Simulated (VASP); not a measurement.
# Ti in VASP: notebook, part 3 of 3

VASP 6.6.1. Earlier steps stand in the parts before.

### Step 5. Single point, PBEsol

This run uses another cell than the first one: it holds 4 atoms, not 2.

Input file INCAR:

```
SYSTEM = Ti
  ALGO = Normal
  EDIFF = 1E-6
  ENCUT = 520
  GGA = PS
  ISIF = 2
  ISMEAR = 0
  LASPH = .TRUE.
  LCHARG = .FALSE.
  LREAL = .FALSE.
  LWAVE = .FALSE.
  NBANDS = 32
  NELM = 100
  PREC = Accurate
  SIGMA = 0.15
```

Input file KPOINTS:

```
k-points
0
G
  10 10 10
  0 0 0
```

Input file POSCAR:

```
Ti
1.0
    0.0000000000     -3.2102321257      3.2102321257
    3.2102321257     -3.2102321257      0.0000000000
    3.2102321257      0.0000000000      3.2102321257
Ti
4
Direct
    0.0000000000      0.0000000000      0.0000000000
    0.2500000000      0.2500000000      0.2500000000
    0.5000000000      0.5000000000      0.5000000000
    0.7500000000      0.7500000000      0.7500000000
```

Potentials or basis: VASP PAW PBE potentials, release 64 (Ti_sv).

Started as:

```
$ cat potpaw_PBE.64/Ti_sv/POTCAR > POTCAR
$ mpirun -np 1 vasp_std > vasp.out
```

OUTCAR:

```text
SYSTEM = Ti
   EDIFF = 1E-6
   ENCUT = 520
   GGA = PS
   ISIF = 2
   ISMEAR = 0
   LASPH = .TRUE.
   LREAL = .FALSE.
   NELM = 100
   PREC = Accurate

 ion  position               nearest neighbor table
   1  0.000  0.000  0.000-   2 2.78   4 2.78   4 2.78   4 2.78   4 2.78   2 2.78   2 2.78   2 2.78

   2  0.250  0.250  0.250-   1 2.78   3 2.78   1 2.78   1 2.78   1 2.78   3 2.78   3 2.78   3 2.78

   3  0.500  0.500  0.500-   2 2.78   4 2.78   2 2.78   2 2.78   2 2.78   4 2.78   4 2.78   4 2.78

   4  0.750  0.750  0.750-   1 2.78   3 2.78   3 2.78   3 2.78   3 2.78   1 2.78   1 2.78   1 2.78

  LATTYP: Found a face centered cubic cell.
 ALAT       =     6.4204642514

  Lattice vectors:

 A1 = (   0.0000000000,  -3.2102321257,   3.2102321257)
 A2 = (   3.2102321257,  -3.2102321257,   0.0000000000)
 A3 = (   3.2102321257,   0.0000000000,   3.2102321257)

Analysis of symmetry for initial positions (statically):
=====================================================================
 Subroutine PRICEL returns following result:

  LATTYP: Found a body centered cubic cell.
 ALAT       =     3.2102321257

  Lattice vectors:

 A1 = (  -1.6051160629,   1.6051160629,  -1.6051160628)
 A2 = (   1.6051160628,  -1.6051160628,  -1.6051160628)
 A3 = (  -1.6051160628,  -1.6051160629,   1.6051160628)

   4 primitive cells build up your supercell.

 Routine SETGRP: Setting up the symmetry group for a
 face centered cubic supercell.

 Subroutine GETGRP returns: Found 48 space group operations
 (whereof 48 operations were pure point group operations)
 out of a pool of 48 trial point group operations.

The static configuration has the point symmetry O_h .

Analysis of symmetry for dynamics (positions and initial velocities):
=====================================================================
 Subroutine PRICEL returns following result:

  LATTYP: Found a body centered cubic cell.
 ALAT       =     3.2102321257

  Lattice vectors:

 A1 = (  -1.6051160629,   1.6051160629,  -1.6051160628)
 A2 = (   1.6051160628,  -1.6051160628,  -1.6051160628)
 A3 = (  -1.6051160628,  -1.6051160629,   1.6051160628)

   4 primitive cells build up your supercell.

 Routine SETGRP: Setting up the symmetry group for a
 face centered cubic supercell.

 Subroutine GETGRP returns: Found 48 space group operations
 (whereof 48 operations were pure point group operations)
 out of a pool of 48 trial point group operations.

The dynamic configuration has the point symmetry O_h .

 Subroutine INISYM returns: Found 48 space group operations
 (whereof 48 operations are pure point group operations),
 and found     4 'primitive' translations

----------------------------------------------------------------------------------------

                                     Primitive cell

  volume of cell :      16.5417

  direct lattice vectors                    reciprocal lattice vectors
    -1.605116063  1.605116063 -1.605116063    -0.311503954  0.000000000 -0.311503954
     1.605116063 -1.605116063 -1.605116063     0.000000000 -0.311503954 -0.311503954
[... 24 lines left out ...]
     0.015575198 -0.015575198 -0.015575198     0.000000000  0.100000000  0.000000000
     0.015575198  0.015575198  0.015575198     0.000000000  0.000000000  0.100000000

  Length of vectors
     0.026977034  0.026977034  0.026977034

  Shift w.r.t. Gamma in fractional coordinates (k-lattice)
     0.000000000  0.000000000  0.000000000

 Subroutine IBZKPT returns following result:
 ===========================================

 Found     47 irreducible k-points:

 Following reciprocal coordinates:
            Coordinates               Weight
  0.000000  0.000000  0.000000      1.000000
  0.100000  0.000000  0.000000      8.000000
  0.200000  0.000000  0.000000      8.000000
  0.300000  0.000000  0.000000      8.000000
  0.400000  0.000000  0.000000      8.000000
  0.500000  0.000000  0.000000      4.000000
[... 16 lines left out ...]
  0.300000  0.300000  0.000000      6.000000
  0.400000  0.300000  0.000000     24.000000
 [... further k-points ...]
   k-points           NKPTS =     47   k-points in BZ     NKDIM =     47   number of bands    NBANDS=     32
   number of dos      NEDOS =    301   number of ions     NIONS =      4
   total plane-waves  NPLWV =  46656
   dimension x,y,z NGX =    36 NGY =   36 NGZ =   36
   dimension x,y,z NGXF=    72 NGYF=   72 NGZF=   72
   ions per type =               4
   NGX,Y,Z   is equivalent  to a cutoff of  13.18, 13.18, 13.18 a.u.
   NGXF,Y,Z  is equivalent  to a cutoff of  26.37, 26.37, 26.37 a.u.
 SYSTEM =  Ti
   PREC   = accura    normal or accurate (medium, high low for compatibility)
   ISTART =      0    job   : 0-new  1-cont  2-samecut
   ICHARG =      2    charge: 1-file 2-atom 10-const
   ISPIN  =      1    spin polarized calculation?
   LNONCOLLINEAR =      F non collinear calculations
   LSORBIT =      F    spin-orbit coupling
   LASPH  =      T    aspherical Exc in radial PAW
   ENCUT  =  520.0 eV  38.22 Ry    6.18 a.u.   8.44  8.44  8.44*2*pi/ulx,y,z
   NELM   =    100;   NELMIN=  2; NELMDL= -5     # of ELM steps
   EDIFF  = 0.1E-05   stopping-criterion for ELM
   LREAL  =      F    real-space projection
   EDIFFG = 0.1E-04   stopping-criterion for IOM
   NSW    =      0    number of steps for IOM
   IBRION =     -1    ionic relax: 0-MD 1-quasi-New 2-CG
   NFREE  =      0    steps in history (QN), initial steepest desc. (CG)
   ISIF   =      2    stress and relaxation
   ISYM   =      2    0-nonsym 1-usesym 2-fastsym
   POTIM  = 0.5000    time-step for ionic-motion
   TEBEG  =    0.0;   TEEND  =   0.0 temperature during run
   PSTRESS=    0.0 pullay stress
   NELECT =      48.0000    total number of electrons
   NUPDOWN=      -1.0000    fix difference up-down
   EMIN   =  10.00;   EMAX   =-10.00  energy-range for DOS
   EFERMI =   0.00;   METHOD = LEGACY
   ISMEAR =     0;   SIGMA  =   0.15  broadening in eV -4-tet -1-fermi 0-gaus
   EFERMI_NEDOS =   21; number of points for ismear=-14 and -15
   IALGO  =     38    algorithm
   IMIX   =      4    mixing-type and parameters
     AMIX     =   0.40;   BMIX     =  1.00
     AMIX_MAG =   1.60;   BMIX_MAG =  1.00
  volume/ion in A,a.u.               =      16.54       111.63
  Fermi-wavevector in a.u.,A,eV,Ry     =   1.470987  2.779762 29.440320  2.163802
  Thomas-Fermi vector in A             =   2.586177
   LORBIT       =      0    0 simple, 1 ext, 2 COOP (PROOUT), +10 PAW based schemes
   GGA     = PS    functional components
   LHFCALC =     F    Hartree Fock is set to
   AEXX    =    0.0000 exact exchange contribution
   IVDW    =     0    specifies the selected vdW correction
   LEPSILON=     F    determine dielectric tensor
   LRPA    =     F    only Hartree local field effects (RPA)
 non-spin polarized calculation
 Gauss-broadening in eV      SIGMA  =   0.15
  energy-cutoff  :      520.00
  volume of cell :       66.17
 maximum number of plane-waves:      1807
 NGX is ok and might be reduce to    36

 number of electron      48.0000017 magnetization

 Free energy of the ion-electron system (eV)
  ---------------------------------------------------
  ext. energy  EPLUGINS =         0.00000000
  ---------------------------------------------------
  free energy    TOTEN  =       -32.99298621 eV

  energy without entropy =      -32.90134631  energy(sigma->0) =      -32.94716626

 E-fermi :   8.4662     XC(G=0): -11.8666

 val. band max:        8.4652842173   @ k =   0.5000   0.5000   0.0000
 cond. band min:       8.4752618222   @ k =  -0.3000   0.3000   0.0000
 fundamental gap:      0.0099776049
 Fermi energy:         8.4661655485

 k-point     1 :       0.0000    0.0000    0.0000
  band No.  band energies     occupation
      1     -47.7343      2.00000
      2     -47.5582      2.00000
      3     -47.5582      2.00000
      4     -47.4581      2.00000
      5     -24.1662      2.00000
      6     -24.1662      2.00000
[... 829 lines left out ...]
     31      10.5872      0.00000
     32      11.3854      0.00000

 [... further k-points ...]
[... 5 lines left out ...]
  --------------------------------------------------------------------------------------
  -------------------------------------------------------------------------------------
  Total       -0.0797147     -0.0797147     -0.0797147      0.0000000      0.0000000     -0.0000000
  in kB       -1.9302338     -1.9302338     -1.9302338      0.0000000      0.0000000     -0.0000000
  external PRESSURE =      -1.9302338 kB  Pullay stress =       0.0000000 kB

 VOLUME and BASIS-vectors are now :
 -----------------------------------------------------------------------------
  energy-cutoff  :      520.00
  volume of cell :       66.17
      direct lattice vectors                 reciprocal lattice vectors
     0.000000000 -3.210232126  3.210232126    -0.155751977 -0.155751977  0.155751977
     3.210232126 -3.210232126  0.000000000     0.155751977 -0.155751977 -0.155751977
     3.210232126  0.000000000  3.210232126     0.155751977  0.155751977  0.155751977

 POSITION                                       TOTAL-FORCE (eV/Angst)
 -----------------------------------------------------------------------------------
      0.00000      0.00000      0.00000        -0.000000      0.000000      0.000000
      1.60512     -1.60512      1.60512        -0.000000     -0.000000     -0.000000
      3.21023     -3.21023      3.21023         0.000000     -0.000000      0.000000
      4.81535     -4.81535      4.81535         0.000000     -0.000000      0.000000
 -----------------------------------------------------------------------------------
    total drift:                                0.000000     -0.000000      0.000000

  FREE ENERGIE OF THE ION-ELECTRON SYSTEM (eV)
  ---------------------------------------------------
  free  energy   TOTEN  =       -32.9929862124 eV

  energy  without entropy=      -32.9013463129  energy(sigma->0) =      -32.94716626
```

OSZICAR:

```text
N       E                     dE             d eps       ncg     rms          rms(c)
DAV:   1     0.620050493657E+03    0.62005E+03   -0.24018E+04  3008   0.189E+03
DAV:   2     0.387286698851E+02   -0.58132E+03   -0.56716E+03  3008   0.562E+02
DAV:   3    -0.305791534537E+02   -0.69308E+02   -0.65828E+02  5040   0.166E+02
DAV:   4    -0.370164165109E+02   -0.64373E+01   -0.63393E+01  4520   0.475E+01
DAV:   5    -0.373032969085E+02   -0.28688E+00   -0.28678E+00  4656   0.875E+00    0.181E+01
DAV:   6    -0.329163903490E+02    0.43869E+01   -0.16087E+01  3576   0.340E+01    0.426E+00
DAV:   7    -0.329421945251E+02   -0.25804E-01   -0.15815E+00  4304   0.717E+00    0.287E+00
DAV:   8    -0.330255104558E+02   -0.83316E-01   -0.69749E-01  3656   0.762E+00    0.139E+00
DAV:   9    -0.329921221652E+02    0.33388E-01   -0.16970E-01  3872   0.373E+00    0.116E-01
DAV:  10    -0.329930558115E+02   -0.93365E-03   -0.83167E-03  4224   0.544E-01    0.161E-01
DAV:  11    -0.329929909704E+02    0.64841E-04   -0.14788E-03  4328   0.264E-01    0.265E-02
DAV:  12    -0.329929910801E+02   -0.10979E-06   -0.31325E-05  4088   0.405E-02    0.182E-02
DAV:  13    -0.329929858487E+02    0.52314E-05   -0.22444E-05  4024   0.352E-02    0.191E-03
DAV:  14    -0.329929862124E+02   -0.36372E-06   -0.15688E-06  3128   0.640E-03
   1 F= -.32992986E+02 E0= -.32947166E+02  d E =-.916399E-01
```

Wall time 65 s (1 thread of Intel Xeon 6975P-C (Granite Rapids), shared host); peak memory 0.23 GiB.

Results:

| Quantity | Value |
| --- | --- |
| Free energy | -32.9930 eV |
| Pressure | -0.2 GPa |
| Band gap on the k mesh | zero (band 24 reaches 9.28 eV, above the bottom of band 25 at 7.84 eV) |

Levels at points of the mesh, in eV from the Fermi level:
| k point | band 21 | band 22 | band 23 | band 24 | band 25 | band 26 | band 27 | band 28 |
| --- | --- | --- | --- | --- | --- | --- | --- | --- |
| (0.00, 0.00, 0.00) | -0.62 | -0.62 | -0.62 | -0.62 | -0.62 | 1.03 | 1.03 | 1.03 |
| (0.50, 0.00, 0.00) | -0.92 | -0.92 | -0.27 | -0.27 | -0.14 | -0.14 | -0.14 | -0.14 |
| (0.50, 0.50, 0.00) | -0.45 | -0.45 | 0.00 | 0.00 | 1.31 | 1.31 | 1.36 | 1.36 |

Caveat: the PAW data sets were made with another functional, which shifts forces and pressure a little.

### Step 6. Overview

```tsv
cell	k mesh	cutoff (eV)	smearing	gap on the mesh (eV)	pressure (GPa)
a = 3.186, b = 3.186, c = 3.307 Å, 2 atoms	16 × 16 × 16	500	gaussian 0.1 eV	none	-1.9
a = 2.842 Å, angles 109.5°, 1 atom	8 × 8 × 8	500	gaussian 0.1 eV	none	-7.1
a = 2.780, b = 2.780, c = 4.540 Å, angles 90.0, 90.0, 109.5°, 2 atoms	12 × 12 × 8	520	gaussian 0.15 eV	none	-0.3
a = 4.540 Å, angles 60.0°, 4 atoms	10 × 10 × 10	520	gaussian 0.15 eV	none	-0.2
```

Alike in all rows: task single point; level PBEsol; potentials or basis VASP PAW PBE potentials, release 64 (Ti_sv); no spin polarisation.

Caveats: the PAW data sets were made with another functional, which shifts forces and pressure a little.

Total energies depend on the potentials used, so only differences within one code and one set of settings carry meaning.
